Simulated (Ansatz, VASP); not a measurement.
# Two plane-wave programs on Ta3AsAu2O13

The input INCAR:

```
ALGO = Normal
EDIFF = 1E-7
EDIFFG = -0.08
ENCUT = 600
GGA = PE
IBRION = 2
ISIF = 3
ISMEAR = 0
LASPH = T
LCHARG = F
LREAL = Auto
LWAVE = F
NELM = 60
NSW = 36
PREC = Accurate
SIGMA = 0.15
```

The input KPOINTS:

```
k-points
0
Gamma
  2 2 2
```

File POSCAR:

```
Ta3AsAu2O13
1.0
    6.0844424300      0.0000000000      0.0000000000
   -3.0422212100      5.2692817100      0.0000000000
    0.0000000000      0.0000000000      8.3958178600
Ta As Au O
3 1 2 13
Direct
    0.5000000000      0.0000000000      0.0000000000
    0.0000000000      0.5000000000      0.0000000000
    0.5000000000      0.5000000000      0.0000000000
    0.0000000000      0.0000000000      0.0000000000
    0.3333333300      0.6666666700      0.5000000000
    0.6666666700      0.3333333300      0.5000000000
    0.1619138800      0.8380861200      0.5000000000
    0.1619138800      0.3238277500      0.5000000000
    0.6761722500      0.8380861200      0.5000000000
    0.8380861200      0.1619138800      0.5000000000
    0.8380861200      0.6761722500      0.5000000000
    0.3238277500      0.1619138800      0.5000000000
    0.3333333300      0.6666666700      0.2761382400
    0.3333333300      0.6666666700      0.7238617600
    0.6666666700      0.3333333300      0.7238617600
    0.6666666700      0.3333333300      0.2761382400
    0.3333333300      0.6666666700      0.0000000000
    0.6666666700      0.3333333300      0.0000000000
    0.0000000000      0.0000000000      0.5000000000
```

Input for Ansatz:

```yaml
crystal:
  lattice:
    - [6.08444243, 0.0, 0.0]
    - [-3.04222121, 5.26928171, 0.0]
    - [0.0, 0.0, 8.39581786]
  atoms:
    - { symbol: Ta, position: [0.5, 0.0, 0.0] }
    - { symbol: Ta, position: [0.0, 0.5, 0.0] }
    - { symbol: Ta, position: [0.5, 0.5, 0.0] }
    - { symbol: As, position: [0.0, 0.0, 0.0] }
    - { symbol: Au, position: [0.33333333, 0.66666667, 0.5] }
    - { symbol: Au, position: [0.66666667, 0.33333333, 0.5] }
    - { symbol: O, position: [0.16191388, 0.83808612, 0.5] }
    - { symbol: O, position: [0.16191388, 0.32382775, 0.5] }
    - { symbol: O, position: [0.67617225, 0.83808612, 0.5] }
    - { symbol: O, position: [0.83808612, 0.16191388, 0.5] }
    - { symbol: O, position: [0.83808612, 0.67617225, 0.5] }
    - { symbol: O, position: [0.32382775, 0.16191388, 0.5] }
    - { symbol: O, position: [0.33333333, 0.66666667, 0.27613824] }
    - { symbol: O, position: [0.33333333, 0.66666667, 0.72386176] }
    - { symbol: O, position: [0.66666667, 0.33333333, 0.72386176] }
    - { symbol: O, position: [0.66666667, 0.33333333, 0.27613824] }
    - { symbol: O, position: [0.33333333, 0.66666667, 0.0] }
    - { symbol: O, position: [0.66666667, 0.33333333, 0.0] }
    - { symbol: O, position: [0.0, 0.0, 0.5] }
basis:
  ecutwfc: 420
kpoints:
  mp_grid: { grid: [2, 2, 2] }
hamiltonian:
  xc: pbe
scf:
  occupations: { method: gaussian, width: 0.15 }
  lower_state_search: "off"
output:
  forces: true
  stress: true
  eigenvalues: true
relax:
  adjacent_minimum: "off"
  f_tol: 0.08
  max_steps: 16
  cell: { stress_tol: 0.8 }
```

Alike in both runs: task relaxation of cell and atoms; functional PBE; k mesh 2 × 2 × 2; occupations gaussian, width 0.15 eV; no spin polarisation.

|  | VASP | Ansatz |
| --- | --- | --- |
| version | VASP 6.6.1 | Ansatz 0.2.0 |
| potentials or method | VASP PAW PBE potentials, release 64 (Ta_pv, As, Au, O), cutoff 600 eV | scalar-relativistic, plane waves, PAW |
| valence electrons in the cell | 138 | 170 |

VASP gave:

* gap on the k mesh at the Fermi level, each at its own relaxed structure (eV): none
* relaxed volume (Å³/atom): 16.84
* relaxed length of the cell vector where the two differ most in proportion (Å): 8.183

Q: Estimate Ansatz's values.

A: gap on the k mesh at the Fermi level, each at its own relaxed structure (eV): none; relaxed volume (Å³/atom): 16.79; relaxed length of the cell vector where the two differ most in proportion (Å): 8.170.

A gap of «none» marks a metal or a gap that the smearing closes. VASP's potentials hold 138 valence electrons a cell and Ansatz's 170, so a difference there can come from the potentials and not from the codes.

The k mesh is coarse, so the values compare programs but aren't converged. Neither program's run includes spin-orbit coupling. Noted on VASP's run: the volume moved by over 15 % at a fixed basis, so the end points are rough.
